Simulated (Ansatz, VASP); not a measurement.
## HfO2 in VASP and in Ansatz

INCAR

```
SYSTEM = HfO2
  PREC = Accurate
  ENCUT = 520
  EDIFF = 1E-6
  ISMEAR = 0
  SIGMA = 0.05
  LREAL = .FALSE.
  LASPH = .TRUE.
  NELM = 100
  ALGO = Normal
  ISIF = 2
  LWAVE = .FALSE.
  LCHARG = .TRUE.
  GGA = PE
  LELF = .TRUE.
  LVHAR = .TRUE.
  NBANDS = 31
```

File KPOINTS:

```
Automatic mesh
0
G
  6 6 6
  0 0 0
```

The input POSCAR:

```
HfO2
1.0
    0.0000000000     -2.5489194559     -2.5489194559
    0.0000000000      2.5489194559     -2.5489194559
    5.0978389119      0.0000000000      0.0000000000
Hf O
2 4
Direct
    0.5154182981      0.4845817019      0.5000000000
   -0.0154182981      0.0154182981      0.0000000000
    0.0001124678      0.5001124678      0.6980956530
    0.4998875322     -0.0001124678      0.3019043470
    0.0001124678      0.5001124678      0.1980956530
    0.4998875322     -0.0001124678      0.8019043470
```

Input for Ansatz:

```yaml
crystal:
  lattice:
    - [0.0, -2.5489194559, -2.5489194559]
    - [0.0, 2.5489194559, -2.5489194559]
    - [5.0978389119, 0.0, 0.0]
  atoms:
    - { symbol: Hf, position: [0.5154182981, 0.4845817019, 0.5] }
    - { symbol: Hf, position: [-0.0154182981, 0.0154182981, 0.0] }
    - { symbol: O, position: [0.0001124678, 0.5001124678, 0.698095653] }
    - { symbol: O, position: [0.4998875322, -0.0001124678, 0.301904347] }
    - { symbol: O, position: [0.0001124678, 0.5001124678, 0.198095653] }
    - { symbol: O, position: [0.4998875322, -0.0001124678, 0.801904347] }
basis:
  ecutwfc: 520.0
kpoints:
  mp_grid: { grid: [6, 6, 6] }
hamiltonian:
  xc: pbe
  pseudopotentials: { kind: paw, azcp: { folder: soft_1 } }
scf:
  occupations: { method: gaussian, width: 0.05 }
output:
  forces: true
  stress: true
  eigenvalues: true
  write_density: true
  write_potential: true
  elf: true
  volumetric_format: npy
```

Change from the starting cell: mode 1 frozen in at -0.265 Å and mode 5 at -0.079 Å (largest displacements).

Alike in both runs: task single point; functional PBE; k mesh 6 × 6 × 6; occupations gaussian, width 0.05 eV; no spin polarisation.

|  | VASP | Ansatz |
| --- | --- | --- |
| version | VASP 6.6.1 | Ansatz 0.2.0 |
| potentials or method | VASP PAW PBE potentials, release 64 (Hf_pv, O), cutoff 520 eV | scalar-relativistic, plane waves, PAW |
| valence electrons in the cell | 44 | 76 |

|  | VASP | Ansatz | Ansatz less VASP |
| --- | --- | --- | --- |
| gap on the k mesh at the Fermi level (eV) | 4.43 | 4.47 | +0.040 |
| least direct gap on the mesh (eV) | 4.50 | 4.54 | +0.032 |
| pressure (GPa) | 3.5 | 6.9 | +3.45 |
| traceless stress, the component that is largest in VASP (GPa) | 6.12 | 5.91 | -0.205 |
| rms of the force components (eV/Å) | 0.374 | 0.384 | +0.0100 |

Atom by atom the forces differ by 0.023 eV/Å (rms over components). VASP's potentials hold 44 valence electrons a cell and Ansatz's 76, so a difference there can come from the potentials and not from the codes.

Neither program's run includes spin-orbit coupling.
